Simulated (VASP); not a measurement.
A run of VASP 6.6.1:

Contents of INCAR:

```
  PREC = Accurate
  ENCUT = 520
  EDIFF = 1E-6
  ISMEAR = 0
  SIGMA = 0.1
  LREAL = F
  LASPH = T
  NELM = 150
  ALGO = Normal
  ISIF = 2
  LWAVE = F
  LCHARG = F
  ISPIN = 2
  MAGMOM = 0 0 0 0 1 0
  LORBIT = 11
  LMAXMIX = 6
  GGA = PE
  NBANDS = 44
```

Contents of KPOINTS:

```
regular mesh
0
Gamma
  4 4 4
```

File POSCAR:

```
La4ZrO
1.0
    0.0000000000      4.8356792101      4.8356792101
    4.8356792101      0.0000000000      4.8356792101
    4.8356792101      4.8356792101      0.0000000000
La Zr O
4 1 1
Direct
    0.3854862096      0.8435413711      0.3854862096
    0.3854862096      0.3854862096      0.3854862096
    0.8435413711      0.3854862096      0.3854862096
    0.3854862096      0.3854862096      0.8435413711
    0.0000000000      0.0000000000      0.0000000000
    0.2500000000      0.2500000000      0.2500000000
```

Potentials or basis: VASP PAW PBE potentials, release 64 (La, Zr_sv, O).

The run is started by

```bash
$ cat potpaw_PBE.64/La/POTCAR potpaw_PBE.64/Zr_sv/POTCAR potpaw_PBE.64/O/POTCAR > POTCAR
$ mpirun -np 1 vasp_std > vasp.out
```

Hardware: 1 thread of AMD EPYC 7R13, on a shared host.

Question: How long does it take, and how much memory?

Answer: Run time: 9.1 min on 1 thread of AMD EPYC 7R13, with other jobs on the host, peak memory 0.57 GiB. Counts: scf iterations 28, k points 8.
